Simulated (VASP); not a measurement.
**Sn2Ir: single point with LDA**

Sn2Ir:

```
CELL_PARAMETERS angstrom
0.00000 3.16900 3.20069
3.16900 0.00000 3.20069
3.16900 3.16900 0.00000
ATOMIC_POSITIONS crystal
Sn 0.25000 0.25000 0.25000
Sn 0.75000 0.75000 0.75000
Ir 0.00000 0.00000 0.00000
```

This cell differs from its parent crystal: zz strain of +1 %.

```json
{
  "Program": "VASP 6.6.1",
  "Task": "single point",
  "Functional": "LDA",
  "Potentials or basis": "VASP PAW LDA potentials, release 64 (Sn_d, Ir)",
  "Cutoff": "520 eV",
  "k mesh": "10 × 10 × 10",
  "Occupations": "fermi-dirac, width 0.03 eV",
  "Spin": "no spin polarisation",
  "Dipole correction": "no",
  "Further INCAR settings": "ALGO = Normal; EDIFF = 1e-06; NBANDS = 26"
}
```

```yaml
Pressure: -3.1 GPa
Band_gap_on_the_k_mesh: zero (an odd number of electrons rules out a gap without spin polarisation)
```

Stress tensor (GPa, compression positive):
```
-2.83  0.00  0.00
 0.00 -2.83  0.00
 0.00  0.00 -3.53
```

Levels at points of the mesh, in eV from the Fermi level:
```
           k point  band 16  band 17  band 18  band 19  band 20  band 21  band 22  band 23
(0.00, 0.00, 0.00)    -2.11    -2.07     3.43     3.66     3.66     3.83     3.83     3.97
(0.50, 0.00, 0.00)    -2.02    -2.02    -0.06     0.00     1.25     2.48     4.12     4.14
(0.50, 0.50, 0.00)    -2.47    -2.47    -2.15    -1.92     1.25     3.38     8.04     8.04
(0.50, 0.00, 0.50)    -2.50    -2.43    -2.12    -1.93     1.20     3.33     7.94     8.14
```

Run time: 4.5 min on 1 thread of Intel Xeon 8259CL (shared host), peak memory 0.29 GiB.

Caveat: the cell differs from its parent crystal (zz strain of +1 %); the cell stands under tension; spin-orbit coupling is left out, which moves the levels of the heavy elements.
